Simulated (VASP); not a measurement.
# Ge: single point with PBEsol

Crystal: Ge.

```xyz
1
Lattice="-1.6084 1.6084 1.8732 1.6084 -1.6084 1.8732 1.6084 1.6084 -1.8732" Properties=species:S:1:pos:R:3 pbc="T T T"
Ge    0.0000    0.0000    1.8732
```

| Quantity | Value |
| --- | --- |
| Program | VASP 6.6.1 |
| Task | single point |
| Functional | PBEsol |
| Potentials or basis | VASP PAW PBE potentials, release 64 (Ge_d) |
| Cutoff | 520 eV |
| k mesh | 19 × 19 × 19 |
| Occupations | methfessel-paxton, width 0.1 eV |
| Spin | no spin polarisation |

```json
{
  "Pressure": "-3.5 GPa",
  "Band gap on the k mesh": "zero (band 7 reaches 14.96 eV, above the bottom of band 8 at 3.62 eV)"
}
```

Stress tensor (GPa, compression positive):
```
-3.63  0.00  0.00
 0.00 -3.63  0.00
 0.00  0.00 -3.10
```

Levels at points of the mesh, in eV from the Fermi level:
| k point | band 5 | band 6 | band 7 | band 8 | band 9 | band 10 |
| --- | --- | --- | --- | --- | --- | --- |
| (0.00, 0.00, 0.00) | -24.58 | -12.97 | 8.58 | 8.87 | 8.87 | 13.92 |

Run time: 88 s on 1 thread of Intel Xeon 6975P-C (shared host), peak memory 0.24 GiB.

Caveat: the PAW data sets were made with another functional, which shifts forces and pressure a little.
